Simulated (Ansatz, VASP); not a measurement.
# Al in VASP and in Ansatz

INCAR

```
SYSTEM = Al
  ALGO = Normal
  EDIFF = 1E-7
  ENCUT = 520
  GGA = PE
  ISIF = 2
  ISMEAR = 0
  IVDW = 12
  LASPH = .True.
  LCHARG = .False.
  LREAL = .False.
  LWAVE = .False.
  NBANDS = 14
  NELM = 100
  PREC = Accurate
  SIGMA = 0.15
```

KPOINTS

```
k-points
0
Gamma
  18 18 4
  0 0 0
```

File POSCAR:

```
Al
1.0
    2.6174000000      0.0000000000      0.0000000000
   -1.3087000000      2.2667348919      0.0000000000
    0.0000000000      0.0000000000      9.2410470711
Al
4
Direct
    0.0000000000      0.0000000000      0.0000000000
    0.3333333333      0.6666666667      0.2500000000
    0.0000000000      0.0000000000      0.5000000000
    0.6666666667      0.3333333333      0.7500000000
```

Input for Ansatz:

```yaml
crystal:
  lattice:
    - [2.6174, 0.0, 0.0]
    - [-1.3087, 2.2667348919, 0.0]
    - [0.0, 0.0, 9.2410470711]
  atoms:
    - { symbol: Al, position: [0.0, 0.0, 0.0] }
    - { symbol: Al, position: [0.3333333333, 0.6666666667, 0.25] }
    - { symbol: Al, position: [0.0, 0.0, 0.5] }
    - { symbol: Al, position: [0.6666666667, 0.3333333333, 0.75] }
basis:
  ecutwfc: 420
kpoints:
  mp_grid: { grid: [18, 18, 4] }
hamiltonian:
  xc: pbe
  pseudopotentials: { kind: paw, azcp: { folder: soft_1 } }
  dispersion: d3bj
scf:
  occupations: { method: gaussian, width: 0.15 }
output:
  forces: true
  stress: true
  eigenvalues: true
```

Alike in both runs: task single point; functional PBE; dispersion D3(BJ); k mesh 18 × 18 × 4; occupations gaussian, width 0.15 eV; no spin polarisation.

|  | VASP | Ansatz |
| --- | --- | --- |
| version | VASP 6.6.1 | Ansatz 0.2.0 |
| potentials or method | VASP PAW PBE potentials, release 64 (Al), cutoff 520 eV | scalar-relativistic, plane waves, PAW |
| valence electrons in the cell | 12 | 12 |

```csv
,VASP,Ansatz,Ansatz less VASP
gap on the k mesh at the Fermi level (eV),none,none,-
pressure (GPa),18.3,18.3,-0.03
"traceless stress, the component that is largest in VASP (GPa)",-9.55,-9.55,+0.002
```

A gap of «none» marks a metal or a gap that the smearing closes.
